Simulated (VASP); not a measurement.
TiTe2, 3 atoms in the cell. It takes space group P-3m1 (No. 164, trigonal). The conventional cell has a = 3.716 Å, b = 3.716 Å, c = 6.451 Å, α = 90.00°, β = 90.00°, γ = 120.00°. Within 3.8 Å of Ti (site symmetry -3m) lie 6 Te at 2.76 Å and 6 Ti at 3.72 Å. Te (site symmetry 3m) has 3 Ti at 2.76 Å and 9 Te at 3.68 to 3.72 Å within 3.8 Å. 

| Property | Result |
| --- | --- |
| Program | VASP 6.6.1 |
| Task | single point |
| Functional | PBE |
| Dispersion | D3(BJ) |
| Potentials or basis | VASP PAW PBE potentials, release 64 (Ti_sv, Te) |
| Cutoff | 520 eV |
| k mesh | 15 × 15 × 8 |
| Occupations | fermi-dirac, width 0.15 eV |
| Spin | no spin polarisation |
| Dipole correction | no |
| Further INCAR settings | ALGO = Normal; EDIFF = 1e-07; NBANDS = 19 |

Potentials or basis: VASP PAW PBE potentials, release 64 (Ti_sv, Te).

The run is started by

```sh
$ cat potpaw_PBE.64/Ti_sv/POTCAR potpaw_PBE.64/Te/POTCAR > POTCAR
$ mpirun -np 1 vasp_std > vasp.out
```

Hardware: 1 thread of Intel(R) Xeon(R) Platinum 8488C (Sapphire Rapids), on a shared host.

Problem. Estimate the wall time of this run.

Solution. It took 2.7 min on 1 thread of Intel(R) Xeon(R) Platinum 8488C (Sapphire Rapids) (shared host), peak memory 0.4 GiB. Counts: scf iterations 18, k points 192.
